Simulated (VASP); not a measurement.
Input of a VASP 6.6.1 run:

INCAR

```
SYSTEM = Zr3S2
ALGO = Normal
EDIFF = 1E-6
ENCUT = 520
GGA = PS
ISIF = 2
ISMEAR = 0
LASPH = .TRUE.
LCHARG = .FALSE.
LREAL = .FALSE.
LWAVE = .FALSE.
NBANDS = 32
NELM = 80
PREC = Accurate
SIGMA = 0.1
```

KPOINTS

```
k-points
0
G
  12 12 12
  0 0 0
```

The input POSCAR:

```
Zr3S2
1.0
    2.8645729391      1.6538619575      3.4346977122
   -2.8645729391      1.6538619575      3.4346977122
    0.0000000000     -3.3077239149      3.4346977123
Zr S
3 2
Direct
    0.1618381769      0.8381618231      0.5000000000
    0.5000000000      0.1618381769      0.8381618231
    0.8381618231      0.5000000000      0.1618381769
    0.3349612436      0.3349612436      0.3349612436
    0.6650387564      0.6650387564      0.6650387564
```

Potentials or basis: VASP PAW PBE potentials, release 64 (Zr_sv, S).

Launch:

```bash
$ cat potpaw_PBE.64/Zr_sv/POTCAR potpaw_PBE.64/S/POTCAR > POTCAR
$ mpirun -np 1 vasp_std > vasp.out
```

Q: Predict the band gap on the k mesh.

A: Zero (bands 24 and 25 overlap by 0.34 eV).

Q: What does it give for the largest force?

A: 0.012 eV/Å.

Q: What does it give for the pressure?

A: 0.1 GPa.

Stress tensor (GPa, compression positive):
```
0.08 0.00 0.00
0.00 0.08 0.00
0.00 0.00 0.24
```

Caveat: the PAW data sets were made with another functional, which shifts forces and pressure a little.
